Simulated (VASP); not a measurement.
Rh, 1 atom in the cell. It takes space group Fm-3m (No. 225, cubic). The conventional cell has a = 3.800 Å, b = 3.800 Å, c = 3.800 Å, α = 90.00°, β = 90.00°, γ = 90.00°. Within 3.5 Å of Rh (site symmetry m-3m) lie 12 Rh at 2.69 Å. 

```yaml
Program: VASP 6.6.1
Task: single point
Functional: r2SCAN
Potentials_or_basis: VASP PAW PBE potentials, release 64 (Rh_sv_GW)
Cutoff: 680 eV
k_mesh: 18 × 18 × 18
Occupations: gaussian, width 0.1 eV
Spin: no spin polarisation
Dipole_correction: no
Further_INCAR_settings: ALGO = Normal; EDIFF = 1e-06; NBANDS = 14
```

Potentials or basis: VASP PAW PBE potentials, release 64 (Rh_sv_GW).

Command:

```bash
$ cat potpaw_PBE.64/Rh_sv_GW/POTCAR > POTCAR
$ cp INCAR.step1 INCAR
$ mpirun -np 1 vasp_std > vasp.out
$ cp INCAR.step2 INCAR
$ mpirun -np 1 vasp_std > vasp.out
```

Hardware: 1 thread of Intel(R) Xeon(R) 6975P-C (Granite Rapids), on a shared host.

Q: How long does it take, and how much memory?

A: Wall time 80 s on 1 thread of Intel(R) Xeon(R) 6975P-C (Granite Rapids), with other jobs on the host, peak memory 0.21 GiB. Counts: k points 195.
